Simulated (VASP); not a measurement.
# Ca8H (Pm) in VASP: single point with PBE

Aim: the single point of Ca8H with PBE.

Program: VASP 6.6.1. These are calculated values, not measurements. Logs are shortened: lines on timing, memory, paths and dates and some standing lists are left out, and cuts for length are marked.

## (1) The cell of the first run

Symmetry: Pm, No. 6, monoclinic system. The conventional cell has a = 6.675 Å, b = 3.879 Å, c = 12.684 Å, α = 90.00°, β = 90.84°, γ = 90.00°. Ca (site symmetry m) has 1 H at 2.62 Å within 3.5 Å. Within 3.5 Å of Ca (site symmetry m) lie 2 H at 2.66 Å. Within 4.0 Å of Ca (site symmetry m) lie 2 H at 2.72 Å and 12 Ca at 3.73 to 3.95 Å. Ca (site symmetry m) has 1 H at 2.65 Å within 3.5 Å. Within 5.6 Å of Ca (site symmetry m) lie 18 Ca at 3.85 to 5.50 Å and 1 H at 5.30 Å. Within 5.6 Å of Ca (site symmetry m) lie 18 Ca at 3.85 to 5.56 Å and 2 H at 5.26 Å. Ca (site symmetry m) has 12 Ca at 3.86 to 3.92 Å and 1 H at 4.70 Å within 5.1 Å. Ca (site symmetry m) has 12 Ca at 3.86 to 3.98 Å within 5.1 Å.

## (2) Single point, PBE

Contents of INCAR:

```
SYSTEM = Ca8H
PREC = Accurate
ENCUT = 520
EDIFF = 1E-6
ISMEAR = 0
SIGMA = 0.1
LREAL = .False.
LASPH = .True.
NELM = 100
ALGO = Normal
ISIF = 2
LWAVE = .False.
LCHARG = .True.
GGA = PE
LELF = .True.
LVHAR = .True.
NBANDS = 50
```

Contents of KPOINTS:

```
Automatic mesh
0
Gamma
  6 6 2
  0 0 0
```

Contents of POSCAR:

```
Ca8H
1.0
    7.7202382217     -0.0220302253     -0.0489546813
   -1.9395989227      3.3594838805      0.0000000000
   -0.0803439452     -0.0463865984     12.6836865264
Ca H
8 1
Direct
    0.0217797483      0.0217797483      0.0003096819
    0.5082736574      0.0082736574      0.0053781578
    0.1808730815      0.6808730815      0.2410825307
    0.6657750125      0.6657750125      0.2461748425
    0.0123138191      0.0123138191      0.4958356118
    0.5105057769      0.0105057769      0.4965375087
    0.3495529255      0.3495529255      0.7488068968
    0.8493072580      0.3493072580      0.7506150442
    0.3460631653      0.3460631653      0.1194263924
```

Potentials or basis: VASP PAW PBE potentials, release 64 (Ca_sv, H).

Launch:

```console
$ cat potpaw_PBE.64/Ca_sv/POTCAR potpaw_PBE.64/H/POTCAR > POTCAR
$ mpirun -np 1 vasp_std > vasp.out
```

OUTCAR:

```text
SYSTEM = Ca8H
   PREC = Accurate
   ENCUT = 520
   EDIFF = 1E-6
   ISMEAR = 0
   LREAL = .False.
   LASPH = .True.
   NELM = 100
   ISIF = 2
   GGA = PE

 ion  position               nearest neighbor table
   1  0.022  0.022  0.000-
   2  0.508  0.008  0.005-
   3  0.181  0.681  0.241-
   4  0.666  0.666  0.246-
   5  0.012  0.012  0.496-
   6  0.511  0.011  0.497-
   7  0.350  0.350  0.749-
   8  0.849  0.349  0.751-
   9  0.346  0.346  0.119-

  LATTYP: Found a simple monoclinic cell.
 ALAT       =     6.6750868284
 B/A-ratio  =     0.5811456757
 C/A-ratio  =     1.9002038680
 COS(beta)  =    -0.0146477223

  Lattice vectors:

 A1 = (   5.7806392990,   3.3374536552,  -0.0489546813)
 A2 = (  -1.9395989227,   3.3594838805,   0.0000000000)
 A3 = (  -0.0803439452,  -0.0463865984,  12.6836865264)

Analysis of symmetry for initial positions (statically):
=====================================================================
 Subroutine PRICEL returns:
 Original cell was already a primitive cell.

 Routine SETGRP: Setting up the symmetry group for a
 simple monoclinic supercell.

 Subroutine GETGRP returns: Found  2 space group operations
 (whereof  2 operations were pure point group operations)
 out of a pool of  4 trial point group operations.

The static configuration has the point symmetry C_1h.

Analysis of symmetry for dynamics (positions and initial velocities):
=====================================================================
 Subroutine PRICEL returns:
 Original cell was already a primitive cell.

 Routine SETGRP: Setting up the symmetry group for a
 simple monoclinic supercell.

 Subroutine GETGRP returns: Found  2 space group operations
 (whereof  2 operations were pure point group operations)
 out of a pool of  4 trial point group operations.

The dynamic configuration has the point symmetry C_1h.

 Subroutine INISYM returns: Found  2 space group operations
 (whereof  2 operations are pure point group operations),
 and found     1 'primitive' translations

----------------------------------------------------------------------------------------

                                     Primitive cell

  volume of cell :     328.4047

  direct lattice vectors                    reciprocal lattice vectors
     7.720238222 -0.022030225 -0.048954681     0.129750396  0.074911426  0.001095860
    -1.939598923  3.359483881  0.000000000     0.000857769  0.298160004  0.001095860
    -0.080343945 -0.046386598 12.683686526     0.000500792  0.000289132  0.078845661

  length of vectors
     7.720424865  3.879197845 12.684025811     0.149826859  0.298163252  0.078847781

  position of ions in fractional coordinates (direct lattice)
     0.021779748  0.021779748  0.000309682
     0.508273657  0.008273657  0.005378158
     0.180873082  0.680873082  0.241082531
     0.665775012  0.665775012  0.246174842
     0.012313819  0.012313819  0.495835612
     0.510505777  0.010505777  0.496537509
     0.349552925  0.349552925  0.748806897
     0.849307258  0.349307258  0.750615044
     0.346063165  0.346063165  0.119426392

  ion indices of the primitive-cell ions
   primitive index   ion index
                 1           1
                 2           2
                 3           3
                 4           4
                 5           5
                 6           6
                 7           7
                 8           8
                 9           9

----------------------------------------------------------------------------------------

 KPOINTS: Automatic mesh

Automatic generation of k-mesh.
 Grid dimensions read from file:
 generate k-points for:    6    6    2

 Generating k-lattice:

  Cartesian coordinates                     Fractional coordinates (reciprocal lattice)
     0.021625066  0.012485238  0.000182643     0.166666667  0.000000000 -0.000000000
     0.000142961  0.049693334  0.000182643    -0.000000000  0.166666667  0.000000000
     0.000250396  0.000144566  0.039422830     0.000000000  0.000000000  0.500000000

  Length of vectors
     0.024971143  0.049693875  0.039423891

  Shift w.r.t. Gamma in fractional coordinates (k-lattice)
     0.000000000  0.000000000  0.000000000

 Subroutine IBZKPT returns following result:
 ===========================================

 Found     32 irreducible k-points:

 Following reciprocal coordinates:
            Coordinates               Weight
  0.000000  0.000000  0.000000      1.000000
  0.166667  0.000000  0.000000      2.000000
  0.333333 -0.000000  0.000000      2.000000
  0.500000 -0.000000 -0.000000      1.000000
  0.000000  0.166667  0.000000      4.000000
  0.166667  0.166667  0.000000      4.000000
[... 16 lines left out ...]
  0.333333  0.166667  0.500000      2.000000
 -0.166667  0.166667  0.500000      2.000000
 [... further k-points ...]
   k-points           NKPTS =     32   k-points in BZ     NKDIM =     32   number of bands    NBANDS=     50
   number of dos      NEDOS =    301   number of ions     NIONS =      9
   total plane-waves  NPLWV = 172800
   dimension x,y,z NGX =    60 NGY =   30 NGZ =   96
   dimension x,y,z NGXF=   120 NGYF=   60 NGZF=  192
   ions per type =               8   1
   NGX,Y,Z   is equivalent  to a cutoff of  12.92, 12.86, 12.58 a.u.
   NGXF,Y,Z  is equivalent  to a cutoff of  25.84, 25.71, 25.16 a.u.
 SYSTEM =  Ca8H
   PREC   = accura    normal or accurate (medium, high low for compatibility)
   ISTART =      0    job   : 0-new  1-cont  2-samecut
   ICHARG =      2    charge: 1-file 2-atom 10-const
   ISPIN  =      1    spin polarized calculation?
   LNONCOLLINEAR =      F non collinear calculations
   LSORBIT =      F    spin-orbit coupling
   LASPH  =      T    aspherical Exc in radial PAW
   ENCUT  =  520.0 eV  38.22 Ry    6.18 a.u.  14.35  7.21 23.58*2*pi/ulx,y,z
   NELM   =    100;   NELMIN=  2; NELMDL= -5     # of ELM steps
   EDIFF  = 0.1E-05   stopping-criterion for ELM
   LREAL  =      F    real-space projection
   EDIFFG = 0.1E-04   stopping-criterion for IOM
   NSW    =      0    number of steps for IOM
   IBRION =     -1    ionic relax: 0-MD 1-quasi-New 2-CG
   NFREE  =      0    steps in history (QN), initial steepest desc. (CG)
   ISIF   =      2    stress and relaxation
   ISYM   =      2    0-nonsym 1-usesym 2-fastsym
   POTIM  = 0.5000    time-step for ionic-motion
   TEBEG  =    0.0;   TEEND  =   0.0 temperature during run
   PSTRESS=    0.0 pullay stress
   NELECT =      81.0000    total number of electrons
   NUPDOWN=      -1.0000    fix difference up-down
   EMIN   =  10.00;   EMAX   =-10.00  energy-range for DOS
   EFERMI =   0.00;   METHOD = LEGACY
   ISMEAR =     0;   SIGMA  =   0.10  broadening in eV -4-tet -1-fermi 0-gaus
   EFERMI_NEDOS =   21; number of points for ismear=-14 and -15
   IALGO  =     38    algorithm
   IMIX   =      4    mixing-type and parameters
     AMIX     =   0.40;   BMIX     =  1.00
     AMIX_MAG =   1.60;   BMIX_MAG =  1.00
  volume/ion in A,a.u.               =      36.49       246.24
  Fermi-wavevector in a.u.,A,eV,Ry     =   1.026676  1.940136 14.341404  1.054063
  Thomas-Fermi vector in A             =   2.160581
   LORBIT       =      0    0 simple, 1 ext, 2 COOP (PROOUT), +10 PAW based schemes
   GGA     = PE    functional components
   LHFCALC =     F    Hartree Fock is set to
   AEXX    =    0.0000 exact exchange contribution
   IVDW    =     0    specifies the selected vdW correction
   LEPSILON=     F    determine dielectric tensor
   LRPA    =     F    only Hartree local field effects (RPA)
 non-spin polarized calculation
 Gauss-broadening in eV      SIGMA  =   0.10
  energy-cutoff  :      520.00
  volume of cell :      328.40
 maximum number of plane-waves:      8870
 NGX is ok and might be reduce to    60
   NGX = 29   NGY = 15   NGZ = 47

 number of electron      80.9999998 magnetization

 Free energy of the ion-electron system (eV)
  ---------------------------------------------------
  ext. energy  EPLUGINS =         0.00000000
  ---------------------------------------------------
  free energy    TOTEN  =       -19.29011923 eV

  energy without entropy =      -19.23153324  energy(sigma->0) =      -19.26082624

 E-fermi :   2.1625     XC(G=0):  -7.8703

 val. band max:        2.1581661201   @ k =   0.3333   0.1667   0.0000
 cond. band min:       2.1661289067   @ k =   0.1667   0.1667   0.0000
 fundamental gap:      0.0079627866
 Fermi energy:         2.1624921783

 k-point     1 :       0.0000    0.0000    0.0000
  band No.  band energies     occupation
      1     -39.8653      2.00000
      2     -39.8528      2.00000
      3     -39.8382      2.00000
      4     -39.8153      2.00000
      5     -39.8090      2.00000
      6     -39.8030      2.00000
[... 42 lines left out ...]
     49       3.5737      0.00000
     50       3.6608      0.00000

 k-point     2 :       0.1667    0.0000    0.0000
  band No.  band energies     occupation
      1     -39.8652      2.00000
      2     -39.8523      2.00000
      3     -39.8387      2.00000
      4     -39.8150      2.00000
      5     -39.8090      2.00000
      6     -39.8031      2.00000
[... 42 lines left out ...]
     49       3.5703      0.00000
     50       3.7686      0.00000

 k-point     3 :       0.3333   -0.0000    0.0000
  band No.  band energies     occupation
      1     -39.8649      2.00000
      2     -39.8513      2.00000
      3     -39.8398      2.00000
      4     -39.8143      2.00000
      5     -39.8090      2.00000
      6     -39.8033      2.00000
[... 1102 lines left out ...]
     49       3.5490      0.00000
     50       3.6275      0.00000

 k-point    24 :      -0.1667    0.1667    0.5000
  band No.  band energies     occupation
      1     -39.8638      2.00000
      2     -39.8512      2.00000
      3     -39.8373      2.00000
      4     -39.8136      2.00000
      5     -39.8077      2.00000
      6     -39.8018      2.00000
[... 42 lines left out ...]
     49       3.6059      0.00000
     50       3.8228      0.00000

 [... further k-points ...]

------------------------ aborting loop because EDIFF is reached ----------------------------------------

  FORCE on cell =-STRESS in cart. coord.  units (eV):
  Direction    XX          YY          ZZ          XY          YZ          ZX
  --------------------------------------------------------------------------------------
  -------------------------------------------------------------------------------------
  Total        0.0122378      0.0286209      0.0211034     -0.0141881      0.0129457      0.0224226
  in kB        0.0597042      0.1396317      0.1029566     -0.0692193      0.0631576      0.1093922
  external PRESSURE =       0.1007642 kB  Pullay stress =       0.0000000 kB

 VOLUME and BASIS-vectors are now :
 -----------------------------------------------------------------------------
  energy-cutoff  :      520.00
  volume of cell :      328.40
      direct lattice vectors                 reciprocal lattice vectors
     7.720238222 -0.022030225 -0.048954681     0.129750396  0.074911426  0.001095860
    -1.939598923  3.359483881  0.000000000     0.000857769  0.298160004  0.001095860
    -0.080343945 -0.046386598 12.683686526     0.000500792  0.000289132  0.078845661

 POSITION                                       TOTAL-FORCE (eV/Angst)
 -----------------------------------------------------------------------------------
      0.12588      0.07267      0.00286        -0.006329     -0.003654     -0.000946
      3.90751      0.01635      0.04333         0.001575      0.000909     -0.005292
      0.05639      2.27221      3.04896         0.002799      0.001616      0.006141
      3.82883      2.21057      3.08981         0.001505      0.000869      0.005239
      0.03134      0.01810      6.28842         0.001324      0.000764      0.003337
      3.88096      0.00101      6.27293        -0.000690     -0.000398     -0.004494
      1.96048      1.13188      9.48052        -0.008107     -0.004681      0.006849
      5.81903      1.11996      9.47899         0.007263      0.004193     -0.005307
      1.99087      1.14943      1.49783         0.000660      0.000381     -0.005527
 -----------------------------------------------------------------------------------
    total drift:                               -0.000244     -0.000141      0.000521

  FREE ENERGIE OF THE ION-ELECTRON SYSTEM (eV)
  ---------------------------------------------------
  free  energy   TOTEN  =       -19.2901192317 eV

  energy  without entropy=      -19.2315332435  energy(sigma->0) =      -19.26082624
```

Wall time 5.3 min (1 thread of Intel Xeon 6975P-C (Granite Rapids), shared host); peak memory 0.65 GiB.

Results:

```
Free energy            : -19.2901 eV
Pressure               : 0.0 GPa
Largest force          : 0.012 eV/Å
Band gap on the k mesh : zero (an odd number of electrons rules out a gap without spin polarisation)
```

Forces on the atoms (eV/Å):
```
Ca  -0.006 -0.004 -0.001
Ca   0.002  0.001 -0.005
Ca   0.003  0.002  0.006
Ca   0.002  0.001  0.005
Ca   0.001  0.001  0.003
Ca  -0.001  0.000 -0.004
Ca  -0.008 -0.005  0.007
Ca   0.007  0.004 -0.005
H    0.001  0.000 -0.006
```

Levels at points of the mesh, in eV from the Fermi level:
| k point | band 39 | band 40 | band 41 | band 42 | band 43 | band 44 |
| --- | --- | --- | --- | --- | --- | --- |
| (0.00, 0.00, 0.00) | -0.79 | -0.66 | -0.33 | -0.10 | 0.10 | 0.37 |
| (0.50, 0.00, 0.00) | -0.80 | -0.30 | -0.19 | -0.07 | 0.88 | 0.96 |
| (0.00, 0.50, 0.00) | -0.66 | -0.59 | -0.20 | -0.02 | 0.06 | 0.06 |
| (0.50, 0.50, 0.00) | -0.33 | 0.23 | 0.26 | 0.27 | 0.27 | 0.29 |
| (0.00, 0.00, 0.50) | -0.89 | -0.63 | -0.19 | 0.07 | 0.39 | 0.44 |
| (0.50, 0.00, 0.50) | -1.20 | -1.18 | 0.20 | 0.53 | 0.63 | 0.70 |
| (0.00, 0.50, 0.50) | -0.64 | -0.64 | -0.20 | 0.04 | 0.07 | 0.08 |
| (0.50, 0.50, 0.50) | -0.17 | -0.14 | 0.22 | 0.32 | 0.37 | 0.39 |
